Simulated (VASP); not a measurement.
# Rh (P6_3/mmc) in VASP: a series of runs

Aim: see how the results for Rh move with the level of theory and the settings. Levels: PBE, PBE+D3(BJ), PBEsol. Tasks: single point.

Everything below comes from runs of VASP 6.6.1. Logs are shortened: lines on timing, memory, paths and dates and some standing lists are left out, and cuts for length are marked.

## Step 1: The cell of the first run

The structure is hexagonal, space group P6_3/mmc (No. 194). The conventional cell has a = 2.731 Å, b = 2.731 Å, c = 4.428 Å, α = 90.00°, β = 90.00°, γ = 120.00°. Within 3.6 Å of Rh (site symmetry -6m2) lie 12 Rh at 2.72 to 2.73 Å.

## Step 2: Single point, PBE

Contents of INCAR:

```
SYSTEM = Rh
  PREC = Accurate
  ENCUT = 500
  EDIFF = 1E-6
  ISMEAR = 1
  SIGMA = 0.1
  LREAL = .False.
  LASPH = .True.
  NELM = 120
  ALGO = Normal
  ISIF = 2
  LWAVE = .False.
  LCHARG = .True.
  GGA = PE
  LELF = .True.
  LVHAR = .True.
  ISYM = 0
  NBANDS = 22
  GGA_COMPAT = .False.
```

Contents of KPOINTS:

```
Automatic mesh
0
Gamma
  3 3 2
  0.5 0.5 0.5
```

Contents of POSCAR:

```
Rh
1.0
    2.7309790422      0.0000000000      0.0000000000
   -1.3654895211      2.3650972278      0.0000000000
    0.0000000000      0.0000000000      4.4284890000
Rh
2
Direct
    0.6666666667      0.3333333333      0.7500000000
    0.3333333333      0.6666666667      0.2500000000
```

Potentials or basis: VASP PAW PBE potentials, release 64 (Rh_pv).

Run with:

```
$ cat potpaw_PBE.64/Rh_pv/POTCAR > POTCAR
$ mpirun -np 1 vasp_std > vasp.out
```

OUTCAR:

```text
SYSTEM = Rh
   PREC = Accurate
   ENCUT = 500
   EDIFF = 1E-6
   ISMEAR = 1
   LREAL = .False.
   LASPH = .True.
   NELM = 120
   ISIF = 2
   GGA = PE
   ISYM = 0

 ion  position               nearest neighbor table
   1  0.667  0.333  0.750-   2 2.72   2 2.72   2 2.72   2 2.72   2 2.72   2 2.72
   2  0.333  0.667  0.250-   1 2.72   1 2.72   1 2.72   1 2.72   1 2.72   1 2.72

IMPORTANT INFORMATION: All symmetrisations will be switched off!
NOSYMM: (Re-)initialisation of all symmetry stuff for point group C_1.

----------------------------------------------------------------------------------------

                                     Primitive cell

  volume of cell :      28.6037

  direct lattice vectors                    reciprocal lattice vectors
     2.730979042  0.000000000  0.000000000     0.366169049  0.211407799  0.000000000
    -1.365489521  2.365097228  0.000000000     0.000000000  0.422815599  0.000000000
     0.000000000  0.000000000  4.428489000     0.000000000  0.000000000  0.225810655

  length of vectors
     2.730979042  2.730979042  4.428489000     0.422815599  0.422815599  0.225810655

  position of ions in fractional coordinates (direct lattice)
     0.666666667  0.333333333  0.750000000
     0.333333333  0.666666667  0.250000000

  ion indices of the primitive-cell ions
   primitive index   ion index
                 1           1
                 2           2

----------------------------------------------------------------------------------------

 KPOINTS: Automatic mesh

Automatic generation of k-mesh.
 Grid dimensions read from file:
 generate k-points for:    3    3    2

 Generating k-lattice:

  Cartesian coordinates                     Fractional coordinates (reciprocal lattice)
     0.122056350  0.070469266  0.000000000     0.333333333  0.000000000  0.000000000
     0.000000000  0.140938533  0.000000000     0.000000000  0.333333333  0.000000000
     0.000000000  0.000000000  0.112905327     0.000000000  0.000000000  0.500000000

  Length of vectors
     0.140938533  0.140938533  0.112905327

  Shift w.r.t. Gamma in fractional coordinates (k-lattice)
     0.500000000  0.500000000  0.500000000

 Subroutine IBZKPT returns following result:
 ===========================================

 Found     27 irreducible k-points:

 Following reciprocal coordinates:
            Coordinates               Weight
  0.166667  0.166667  0.250000      2.000000
 -0.166667  0.333333  0.250000      2.000000
 -0.333333  0.166667  0.250000      2.000000
 -0.166667 -0.166667  0.250000      2.000000
  0.166667 -0.333333  0.250000      2.000000
  0.333333 -0.166667  0.250000      2.000000
[... 16 lines left out ...]
  0.166667  0.000000  0.250000      2.000000
  0.000000  0.166667  0.250000      2.000000
 [... further k-points ...]
   k-points           NKPTS =     27   k-points in BZ     NKDIM =     27   number of bands    NBANDS=     22
   number of dos      NEDOS =    301   number of ions     NIONS =      2
   total plane-waves  NPLWV =  12800
   dimension x,y,z NGX =    20 NGY =   20 NGZ =   32
   dimension x,y,z NGXF=    40 NGYF=   40 NGZF=   64
   ions per type =               2
   NGX,Y,Z   is equivalent  to a cutoff of  12.17, 12.17, 12.01 a.u.
   NGXF,Y,Z  is equivalent  to a cutoff of  24.35, 24.35, 24.03 a.u.
 SYSTEM =  Rh
   PREC   = accura    normal or accurate (medium, high low for compatibility)
   ISTART =      0    job   : 0-new  1-cont  2-samecut
   ICHARG =      2    charge: 1-file 2-atom 10-const
   ISPIN  =      1    spin polarized calculation?
   LNONCOLLINEAR =      F non collinear calculations
   LSORBIT =      F    spin-orbit coupling
   LASPH  =      T    aspherical Exc in radial PAW
   ENCUT  =  500.0 eV  36.75 Ry    6.06 a.u.   4.98  4.98  8.07*2*pi/ulx,y,z
   NELM   =    120;   NELMIN=  2; NELMDL= -5     # of ELM steps
   EDIFF  = 0.1E-05   stopping-criterion for ELM
   LREAL  =      F    real-space projection
   EDIFFG = 0.1E-04   stopping-criterion for IOM
   NSW    =      0    number of steps for IOM
   IBRION =     -1    ionic relax: 0-MD 1-quasi-New 2-CG
   NFREE  =      0    steps in history (QN), initial steepest desc. (CG)
   ISIF   =      2    stress and relaxation
   ISYM   =      0    0-nonsym 1-usesym 2-fastsym
   POTIM  = 0.5000    time-step for ionic-motion
   TEBEG  =    0.0;   TEEND  =   0.0 temperature during run
   PSTRESS=    0.0 pullay stress
   NELECT =      30.0000    total number of electrons
   NUPDOWN=      -1.0000    fix difference up-down
   EMIN   =  10.00;   EMAX   =-10.00  energy-range for DOS
   EFERMI =   0.00;   METHOD = LEGACY
   ISMEAR =     1;   SIGMA  =   0.10  broadening in eV -4-tet -1-fermi 0-gaus
   EFERMI_NEDOS =   21; number of points for ismear=-14 and -15
   IALGO  =     38    algorithm
   IMIX   =      4    mixing-type and parameters
     AMIX     =   0.40;   BMIX     =  1.00
     AMIX_MAG =   1.60;   BMIX_MAG =  1.00
  volume/ion in A,a.u.               =      14.30        96.51
  Fermi-wavevector in a.u.,A,eV,Ry     =   1.663314  3.143208 37.642066  2.766614
  Thomas-Fermi vector in A             =   2.750053
   LORBIT       =      0    0 simple, 1 ext, 2 COOP (PROOUT), +10 PAW based schemes
   GGA     = PE    functional components
   LHFCALC =     F    Hartree Fock is set to
   AEXX    =    0.0000 exact exchange contribution
   IVDW    =     0    specifies the selected vdW correction
   LEPSILON=     F    determine dielectric tensor
   LRPA    =     F    only Hartree local field effects (RPA)
 non-spin polarized calculation
 Methfessel and Paxton  Order N= 1 SIGMA  =   0.10
  energy-cutoff  :      500.00
  volume of cell :       28.60
 maximum number of plane-waves:       734
   NGX =  9   NGY =  9   NGZ = 17

 number of electron      30.0000011 magnetization

 Free energy of the ion-electron system (eV)
  ---------------------------------------------------
  ext. energy  EPLUGINS =         0.00000000
  ---------------------------------------------------
  free energy    TOTEN  =       -14.68534762 eV

  energy without entropy =      -14.67334749  energy(sigma->0) =      -14.68134758

 E-fermi :  11.1110     XC(G=0): -13.7685

 val. band max:       11.0888365406   @ k =   0.5000  -0.1667   0.2500
 cond. band min:      11.1409320405   @ k =   0.5000   0.0000   0.2500
 fundamental gap:      0.0520954999
 Fermi energy:        11.1109941664

 k-point     1 :       0.1667    0.1667    0.2500
  band No.  band energies     occupation
      1     -35.5289      2.00000
      2     -35.4223      2.00000
      3     -35.3273      2.00000
      4     -35.2539      2.00000
      5     -35.1740      2.00000
      6     -35.0973      2.00000
[... 14 lines left out ...]
     21      25.2260      0.00000
     22      27.5922      0.00000

 k-point     2 :      -0.1667    0.3333    0.2500
  band No.  band energies     occupation
      1     -35.5289      2.00000
      2     -35.4223      2.00000
      3     -35.3273      2.00000
      4     -35.2539      2.00000
      5     -35.1740      2.00000
      6     -35.0973      2.00000
[... 14 lines left out ...]
     21      25.2260      0.00000
     22      27.5922      0.00000

 k-point     3 :      -0.3333    0.1667    0.2500
  band No.  band energies     occupation
      1     -35.5289      2.00000
      2     -35.4223      2.00000
      3     -35.3273      2.00000
      4     -35.2539      2.00000
      5     -35.1740      2.00000
      6     -35.0973      2.00000
[... 14 lines left out ...]
     21      25.2260      0.00000
     22      27.5922      0.00000

 k-point     4 :      -0.1667   -0.1667    0.2500
  band No.  band energies     occupation
      1     -35.5289      2.00000
      2     -35.4223      2.00000
      3     -35.3273      2.00000
      4     -35.2539      2.00000
      5     -35.1740      2.00000
      6     -35.0973      2.00000
[... 14 lines left out ...]
     21      25.2260      0.00000
     22      27.5922      0.00000

 k-point     5 :       0.1667   -0.3333    0.2500
  band No.  band energies     occupation
      1     -35.5289      2.00000
      2     -35.4223      2.00000
      3     -35.3273      2.00000
      4     -35.2539      2.00000
      5     -35.1740      2.00000
      6     -35.0973      2.00000
[... 14 lines left out ...]
     21      25.2260      0.00000
     22      27.5922      0.00000

 k-point     6 :       0.3333   -0.1667    0.2500
  band No.  band energies     occupation
      1     -35.5289      2.00000
      2     -35.4223      2.00000
      3     -35.3273      2.00000
      4     -35.2539      2.00000
      5     -35.1740      2.00000
      6     -35.0973      2.00000
[... 14 lines left out ...]
     21      25.2260      0.00000
     22      27.5922      0.00000

 k-point     7 :       0.5000    0.1667    0.2500
  band No.  band energies     occupation
      1     -35.6101      2.00000
      2     -35.5494      2.00000
      3     -35.3682      2.00000
      4     -35.2842      2.00000
      5     -35.2427      2.00000
      6     -35.1396      2.00000
[... 324 lines left out ...]
      6     -35.0822      2.00000
[... 14 lines left out ...]
     21      28.8696      0.00000
     22      29.1533      0.00000

 k-point    21 :       0.0000   -0.1667    0.2500
  band No.  band energies     occupation
      1     -35.5379      2.00000
      2     -35.2589      2.00000
      3     -35.2364      2.00000
      4     -35.1854      2.00000
      5     -35.1072      2.00000
      6     -35.0822      2.00000
[... 14 lines left out ...]
     21      28.8696      0.00000
     22      29.1533      0.00000

 k-point    22 :       0.1667   -0.1667    0.2500
  band No.  band energies     occupation
      1     -35.5379      2.00000
      2     -35.2589      2.00000
      3     -35.2364      2.00000
      4     -35.1854      2.00000
      5     -35.1072      2.00000
      6     -35.0822      2.00000
[... 14 lines left out ...]
     21      28.8696      0.00000
     22      29.1533      0.00000

 k-point    23 :       0.1667    0.0000    0.2500
  band No.  band energies     occupation
      1     -35.5379      2.00000
      2     -35.2589      2.00000
      3     -35.2364      2.00000
      4     -35.1854      2.00000
      5     -35.1072      2.00000
      6     -35.0822      2.00000
[... 14 lines left out ...]
     21      28.8696      0.00000
     22      29.1533      0.00000

 k-point    24 :       0.0000    0.1667    0.2500
  band No.  band energies     occupation
      1     -35.5379      2.00000
      2     -35.2589      2.00000
      3     -35.2364      2.00000
      4     -35.1854      2.00000
      5     -35.1072      2.00000
      6     -35.0822      2.00000
[... 14 lines left out ...]
     21      28.8696      0.00000
     22      29.1533      0.00000

 [... further k-points ...]
[... 5 lines left out ...]
  --------------------------------------------------------------------------------------
  -------------------------------------------------------------------------------------
  Total       -1.4863892     -1.4864156      0.1079605     -0.0000163     -0.0000050      0.0000020
  in kB      -83.2568919    -83.2583693      6.0471750     -0.0009110     -0.0002808      0.0001099
  external PRESSURE =     -53.4893621 kB  Pullay stress =       0.0000000 kB

 VOLUME and BASIS-vectors are now :
 -----------------------------------------------------------------------------
  energy-cutoff  :      500.00
  volume of cell :       28.60
      direct lattice vectors                 reciprocal lattice vectors
     2.730979042  0.000000000  0.000000000     0.366169049  0.211407799  0.000000000
    -1.365489521  2.365097228  0.000000000     0.000000000  0.422815599  0.000000000
     0.000000000  0.000000000  4.428489000     0.000000000  0.000000000  0.225810655

 POSITION                                       TOTAL-FORCE (eV/Angst)
 -----------------------------------------------------------------------------------
      1.36549      0.78837      3.32137        -0.000001     -0.000001      0.000002
     -0.00000      1.57673      1.10712         0.000001      0.000001     -0.000002
 -----------------------------------------------------------------------------------
    total drift:                               -0.000008      0.000004      0.000002

  FREE ENERGIE OF THE ION-ELECTRON SYSTEM (eV)
  ---------------------------------------------------
  free  energy   TOTEN  =       -14.6853476208 eV

  energy  without entropy=      -14.6733474858  energy(sigma->0) =      -14.68134758
```

Wall time 18 s (1 thread of Intel Xeon 8259CL, shared host); peak memory 0.14 GiB.

Results:

```
Free energy            : -14.6853 eV
Pressure               : -5.3 GPa
Band gap on the k mesh : zero (band 15 reaches 11.79 eV, above the bottom of band 16 at 10.19 eV)
```

Stress tensor (GPa, compression positive):
```
-8.33  0.00  0.00
 0.00 -8.33  0.00
 0.00  0.00  0.60
```

Caveat: the k points lie up to 0.89 Å⁻¹ apart.

## Step 3: Single point, PBE

Contents of INCAR:

```
PREC     = Accurate       # precision mode
ENCUT    = 500            # plane-wave cutoff, eV
EDIFF    = 1E-6           # SCF threshold, eV
ISMEAR   = 0              # smearing method
SIGMA    = 0.1            # smearing width, eV
LREAL    = False          # projectors in reciprocal space
LASPH    = True           # aspherical terms in the spheres
NELM     = 120            # most SCF steps
ALGO     = Normal         # electronic algorithm
ISIF     = 2              # what is computed and relaxed
LWAVE    = False          # write WAVECAR
LCHARG   = False          # write CHGCAR
GGA      = PE             # functional
NBANDS   = 22             # bands
ISYM     = 0            
GGA_COMPAT= False
```

Contents of KPOINTS:

```
Automatic mesh
0
Gamma
  2 5 2
  0.5 0.5 0.5
```

POSCAR is that of step 2.

Potentials or basis: VASP PAW PBE potentials, release 64 (Rh_pv).

Run with:

```
$ cat potpaw_PBE.64/Rh_pv/POTCAR > POTCAR
$ mpirun -np 1 vasp_std > vasp.out
```

Wall time 12 s (1 thread of Intel Xeon 8259CL, shared host); peak memory 0.13 GiB.

It converged, with:

| Item | Value |
| --- | --- |
| Free energy | -14.8821 eV |
| Pressure | -8.0 GPa |
| Largest force | 0.268 eV/Å |
| Band gap on the k mesh | zero (band 15 reaches 10.83 eV, above the bottom of band 16 at 10.29 eV) |

Forces on the atoms (eV/Å):
```
Rh  -0.245 -0.110  0.000
Rh   0.245  0.110  0.000
```

Stress tensor (GPa, compression positive):
```
  2.24   1.90   0.00
  1.90  -9.19   0.00
  0.00   0.00 -16.98
```

Levels at points of the mesh, in eV from the Fermi level:
```
           k point  band 12  band 13  band 14  band 15  band 16  band 17  band 18  band 19
(0.25, 0.10, 0.25)    -1.86    -1.48    -0.54    -0.06     0.19     0.94     4.67    12.18
```

Caveat: the k points lie up to 1.33 Å⁻¹ apart.

(Part 1 of 2 ends here.)
